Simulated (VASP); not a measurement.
# GaN (F-43m) in VASP: a series of runs, part 2 of 2

VASP 6.6.1.

## 3. Band structure, PBE, non-collinear spin, zero start, spin-orbit coupling

Contents of INCAR:

```
GGA      = PE             # functional
LSORBIT  = True           # spin-orbit coupling
MAGMOM   = 0 0 0 0 0 0    # initial moments
LORBIT   = 11             # projections on sites
ISMEAR   = 0              # smearing method
SIGMA    = 0.03           # smearing width, eV
LWAVE    = False          # write WAVECAR
LCHARG   = False          # write CHGCAR
NBANDS   = 62             # bands
PREC     = Accurate       # precision mode
LASPH    = True           # aspherical terms in the spheres
LREAL    = False          # projectors in reciprocal space
ALGO     = Normal         # electronic algorithm
EDIFF    = 1E-7           # SCF threshold, eV
NELM     = 200            # most SCF steps
GGA_COMPAT= False        
ENCUT    = 640            # plane-wave cutoff, eV
EFERMI   = MIDGAP
```

Contents of KPOINTS:

```
Automatic mesh
0
Gamma
  13 13 13
  0 0 0
```

Contents of KPOINTS_OPT:

```
path GXWKGLUWLK,UX
32
line-mode
reciprocal
 0.0000000000  0.0000000000  0.0000000000  G
 0.5000000000  0.0000000000  0.5000000000  X

 0.5000000000  0.0000000000  0.5000000000  X
 0.5000000000  0.2500000000  0.7500000000  W

 0.5000000000  0.2500000000  0.7500000000  W
 0.3750000000  0.3750000000  0.7500000000  K

 0.3750000000  0.3750000000  0.7500000000  K
 0.0000000000  0.0000000000  0.0000000000  G

 0.0000000000  0.0000000000  0.0000000000  G
 0.5000000000  0.5000000000  0.5000000000  L

 0.5000000000  0.5000000000  0.5000000000  L
 0.6250000000  0.2500000000  0.6250000000  U

 0.6250000000  0.2500000000  0.6250000000  U
 0.5000000000  0.2500000000  0.7500000000  W

 0.5000000000  0.2500000000  0.7500000000  W
 0.5000000000  0.5000000000  0.5000000000  L

 0.5000000000  0.5000000000  0.5000000000  L
 0.3750000000  0.3750000000  0.7500000000  K

 0.6250000000  0.2500000000  0.6250000000  U
 0.5000000000  0.0000000000  0.5000000000  X
```

Contents of POSCAR:

```
GaN
1.0
    0.0000000000      2.2535006075      2.2535006075
    2.2535006075      0.0000000000      2.2535006075
    2.2535006075      2.2535006075      0.0000000000
Ga N
1 1
Direct
    0.0000000000      0.0000000000      0.0000000000
    0.2500000000      0.2500000000      0.2500000000
```

Potentials or basis: VASP PAW PBE potentials, release 64 (Ga_d, N).

On the command line:

```sh
$ cat potpaw_PBE.64/Ga_d/POTCAR potpaw_PBE.64/N/POTCAR > POTCAR
$ mpirun -np 1 vasp_ncl > vasp.out
```

OUTCAR:

```text
GGA = PE
   LSORBIT = True
   LORBIT = 11
   ISMEAR = 0
   PREC = Accurate
   LASPH = True
   LREAL = False
   EDIFF = 1E-7
   NELM = 200
   ENCUT = 640
   EFERMI = MIDGAP

 ion  position               nearest neighbor table
   1  0.000  0.000  0.000-   2 1.95   2 1.95   2 1.95   2 1.95
   2  0.250  0.250  0.250-   1 1.95   1 1.95   1 1.95   1 1.95

  LATTYP: Found a face centered cubic cell.
 ALAT       =     4.5070012150

  Lattice vectors:

 A1 = (   0.0000000000,   2.2535006075,   2.2535006075)
 A2 = (   2.2535006075,   0.0000000000,   2.2535006075)
 A3 = (   2.2535006075,   2.2535006075,   0.0000000000)

Analysis of symmetry for initial positions (statically):
=====================================================================
 Subroutine PRICEL returns:
 Original cell was already a primitive cell.

 Routine SETGRP: Setting up the symmetry group for a
 face centered cubic supercell.

 Subroutine GETGRP returns: Found 24 space group operations
 (whereof 24 operations were pure point group operations)
 out of a pool of 48 trial point group operations.

The static configuration has the point symmetry T_d .

Analysis of symmetry for dynamics (positions and initial velocities):
=====================================================================
 Subroutine PRICEL returns:
 Original cell was already a primitive cell.

 Routine SETGRP: Setting up the symmetry group for a
 face centered cubic supercell.

 Subroutine GETGRP returns: Found 24 space group operations
 (whereof 24 operations were pure point group operations)
 out of a pool of 48 trial point group operations.

The dynamic configuration has the point symmetry T_d .

Analysis of structural, dynamic, and magnetic symmetry:
=====================================================================
 Subroutine PRICEL returns:
 Original cell was already a primitive cell.

 Routine SETGRP: Setting up the symmetry group for a
 face centered cubic supercell.

 Subroutine GETGRP returns: Found 24 space group operations
 (whereof 24 operations were pure point group operations)
 out of a pool of 48 trial point group operations.

The overall configuration has the point symmetry T_d .

 Subroutine INISYM returns: Found 24 space group operations
 (whereof 24 operations are pure point group operations),
 and found     1 'primitive' translations

----------------------------------------------------------------------------------------

                                     Primitive cell

  volume of cell :      22.8877

  direct lattice vectors                    reciprocal lattice vectors
     0.000000000  2.253500607  2.253500607    -0.221877020  0.221877020  0.221877020
     2.253500607  0.000000000  2.253500607     0.221877020 -0.221877020  0.221877020
     2.253500607  2.253500607  0.000000000     0.221877020  0.221877020 -0.221877020

  length of vectors
     3.186931122  3.186931122  3.186931122     0.384302272  0.384302272  0.384302272

[... 133 lines left out ...]
  free energy    TOTEN  =       -12.15161750 eV

  energy without entropy =      -12.15161750  energy(sigma->0) =      -12.15161750

 E-fermi :   6.1449     XC(G=0): -11.6670

 val. band max:        5.2840082583   @ k =   0.0000   0.0000   0.0000
 cond. band min:       7.0057351831   @ k =   0.0000   0.0000   0.0000
 fundamental gap:      1.7217269248
 Fermi energy:         6.1448717207

 k-point     1 :       0.0000    0.0000    0.0000
  band No.  band energies     occupation
      1     -10.6536      1.00000
      2     -10.6536      1.00000
      3      -8.3437      1.00000
      4      -8.3437      1.00000
      5      -8.3437      1.00000
      6      -8.3437      1.00000
[... 781 lines left out ...]
     29      23.6849      0.00000
     30      23.7238      0.00000

 [... further k-points ...]

 [bands above 30 left out]

------------------------ aborting loop because EDIFF is reached ----------------------------------------

  FORCE on cell =-STRESS in cart. coord.  units (eV):
  Direction    XX          YY          ZZ          XY          YZ          ZX
  --------------------------------------------------------------------------------------
  -------------------------------------------------------------------------------------
  Total        0.6971193      0.6971193      0.6971193      0.0000000      0.0000000      0.0000000
  in kB       48.7994174     48.7994174     48.7994174      0.0000000      0.0000000      0.0000000
  external PRESSURE =      48.7994174 kB  Pullay stress =       0.0000000 kB

 VOLUME and BASIS-vectors are now :
 -----------------------------------------------------------------------------
  energy-cutoff  :      640.00
  volume of cell :       22.89
      direct lattice vectors                 reciprocal lattice vectors
     0.000000000  2.253500607  2.253500607    -0.221877020  0.221877020  0.221877020
     2.253500607  0.000000000  2.253500607     0.221877020 -0.221877020  0.221877020
     2.253500607  2.253500607  0.000000000     0.221877020  0.221877020 -0.221877020

 POSITION                                       TOTAL-FORCE (eV/Angst)
 -----------------------------------------------------------------------------------
      0.00000      0.00000      0.00000        -0.000000      0.000000      0.000000
      1.12675      1.12675      1.12675         0.000000     -0.000000     -0.000000
 -----------------------------------------------------------------------------------
    total drift:                                0.000000      0.000000      0.000000

  FREE ENERGIE OF THE ION-ELECTRON SYSTEM (eV)
  ---------------------------------------------------
  free  energy   TOTEN  =       -12.1516174971 eV

  energy  without entropy=      -12.1516174971  energy(sigma->0) =      -12.15161750

 Spin-Orbit-Coupling matrix elements

 Ion:    1  E_soc:     -0.0107799
 l=   1
     0.0000000    -0.0009749    -0.0009749
    -0.0009749     0.0000000    -0.0009749
    -0.0009749    -0.0009749     0.0000000
 l=   2
     0.0000000    -0.0001713     0.0000000    -0.0001713    -0.0006504
    -0.0001713     0.0000000    -0.0004878    -0.0001713    -0.0001626
     0.0000000    -0.0004878     0.0000000    -0.0004878     0.0000000
    -0.0001713    -0.0001713    -0.0004878     0.0000000    -0.0001626
    -0.0006504    -0.0001626     0.0000000    -0.0001626     0.0000000
 l=   3
     0.0000000     0.0000000     0.0000000     0.0000000     0.0000000     0.0000000     0.0000000
     0.0000000     0.0000000     0.0000000     0.0000000     0.0000000     0.0000000     0.0000000
     0.0000000     0.0000000     0.0000000     0.0000000     0.0000000     0.0000000     0.0000000
     0.0000000     0.0000000     0.0000000     0.0000000     0.0000000     0.0000000     0.0000000
     0.0000000     0.0000000     0.0000000     0.0000000     0.0000000     0.0000000     0.0000000
     0.0000000     0.0000000     0.0000000     0.0000000     0.0000000     0.0000000     0.0000000
     0.0000000     0.0000000     0.0000000     0.0000000     0.0000000     0.0000000     0.0000000

 Ion:    2  E_soc:     -0.0000990
 l=   1
     0.0000000    -0.0000165    -0.0000165
    -0.0000165     0.0000000    -0.0000165
    -0.0000165    -0.0000165     0.0000000
 l=   2
     0.0000000     0.0000000     0.0000000     0.0000000     0.0000000
     0.0000000     0.0000000     0.0000000     0.0000000     0.0000000
     0.0000000     0.0000000     0.0000000     0.0000000     0.0000000
     0.0000000     0.0000000     0.0000000     0.0000000     0.0000000
     0.0000000     0.0000000     0.0000000     0.0000000     0.0000000
 l=   3
     0.0000000     0.0000000     0.0000000     0.0000000     0.0000000     0.0000000     0.0000000
     0.0000000     0.0000000     0.0000000     0.0000000     0.0000000     0.0000000     0.0000000
     0.0000000     0.0000000     0.0000000     0.0000000     0.0000000     0.0000000     0.0000000
     0.0000000     0.0000000     0.0000000     0.0000000     0.0000000     0.0000000     0.0000000
     0.0000000     0.0000000     0.0000000     0.0000000     0.0000000     0.0000000     0.0000000
     0.0000000     0.0000000     0.0000000     0.0000000     0.0000000     0.0000000     0.0000000
     0.0000000     0.0000000     0.0000000     0.0000000     0.0000000     0.0000000     0.0000000

 total charge

# of ion       s       p       d       tot
------------------------------------------
    1        0.790   0.898  10.178  11.866
    2        1.222   2.504   0.000   3.725
--------------------------------------------------
tot          2.011   3.402  10.178  15.591

 magnetization (x)

# of ion       s       p       d       tot
------------------------------------------
    1        0.000   0.000   0.000   0.000
    2        0.000   0.000   0.000   0.000
--------------------------------------------------
tot          0.000   0.000   0.000   0.000

 magnetization (y)

# of ion       s       p       d       tot
------------------------------------------
    1        0.000   0.000   0.000   0.000
    2        0.000   0.000   0.000   0.000
--------------------------------------------------
tot          0.000   0.000   0.000   0.000

 magnetization (z)

# of ion       s       p       d       tot
------------------------------------------
    1       -0.000  -0.000  -0.000  -0.000
    2        0.000   0.000   0.000   0.000
--------------------------------------------------
tot          0.000   0.000  -0.000   0.000
```

Wall time 29 min (1 thread of Intel Xeon Platinum 8375C at 2.90GHz (Ice Lake), shared host); peak memory 0.74 GiB.

What came out:

```yaml
Free_energy: -12.1516 eV
Pressure: 4.9 GPa
Net_moment: 0.00 μB per cell
Valence_electrons_inside_the_program's_atomic_spheres: Ga 11.87; N 3.73
```

Moments on the atoms (μB; x, y, z):
```
Ga  0.00 0.00 0.00
N   0.00 0.00 0.00
```

Caveat: the cell stands under pressure.
